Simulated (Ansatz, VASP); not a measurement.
Hg in VASP and in Ansatz

The input INCAR:

```
SYSTEM = Hg
ALGO = Normal
EDIFF = 1E-6
ENCUT = 520
GGA = CA
ISIF = 2
ISMEAR = -1
LASPH = .TRUE.
LCHARG = .TRUE.
LELF = .TRUE.
LREAL = .FALSE.
LVHAR = .TRUE.
LWAVE = .FALSE.
NBANDS = 12
NELM = 80
PREC = Accurate
SIGMA = 0.03
```

The input KPOINTS:

```
k-points
0
G
  12 12 12
  0 0 0
```

File POSCAR:

```
Hg
1.0
    1.7300004553      0.9988162286      2.1893200000
   -1.7300004553      0.9988162286      2.1893200000
    0.0000000000     -1.9976324571      2.1893200000
Hg
1
Direct
    0.0000000000      0.0000000000      0.0000000000
```

Input for Ansatz:

```yaml
crystal:
  lattice:
    - [1.7300004553, 0.9988162286, 2.18932]
    - [-1.7300004553, 0.9988162286, 2.18932]
    - [0.0, -1.9976324571, 2.18932]
  atoms:
    - { symbol: Hg, position: [0.0, 0.0, 0.0] }
kpoints:
  mp_grid: { grid: [12, 12, 12] }
  band_path:
    path:
      - [0.0, 0.0, 0.0]
      - [0.5, 0.5, 0.5]
      - [0.6945742468, 0.3054257532, 0.5]
      - [0.5, -0.3054257532, 0.3054257532]
      - [0.5, 0.0, 0.0]
      - [0.0, 0.0, 0.0]
      - [0.4027128766, -0.4027128766, 0.0]
      - [0.5972871234, 0.0, 0.4027128766]
      - [0.5, 0.0, 0.5]
    npoints: 5
scf:
  occupations: { method: fermi_dirac, width: 0.03 }
hamiltonian:
  xc: lda
  pseudopotentials: { kind: all_electron, lapw: { basis_error: 0.0005 } }
output:
  forces: true
  stress: true
  eigenvalues: true
```

Change from the starting cell: zz strain of -2 %.

Alike in both runs: task single point; functional LDA; k mesh 12 × 12 × 12; occupations fermi-dirac, width 0.03 eV; no spin polarisation.

|  | VASP | Ansatz |
| --- | --- | --- |
| version | VASP 6.6.1 | Ansatz 0.2.0 |
| potentials or method | VASP PAW LDA potentials, release 64 (Hg), cutoff 520 eV | all-electron LAPW, scalar-relativistic |

```csv
,VASP,Ansatz,Ansatz less VASP
pressure (GPa),0.3,-0.3,-0.62
"traceless stress, the component that is largest in VASP (GPa)",0.32,-0.06,-0.376
```

LDA's correlation is that of Perdew and Zunger in VASP and of Perdew and Wang (1992) in Ansatz. Ansatz ran all-electron here, and VASP with PAW potentials.

Neither program's run includes spin-orbit coupling.
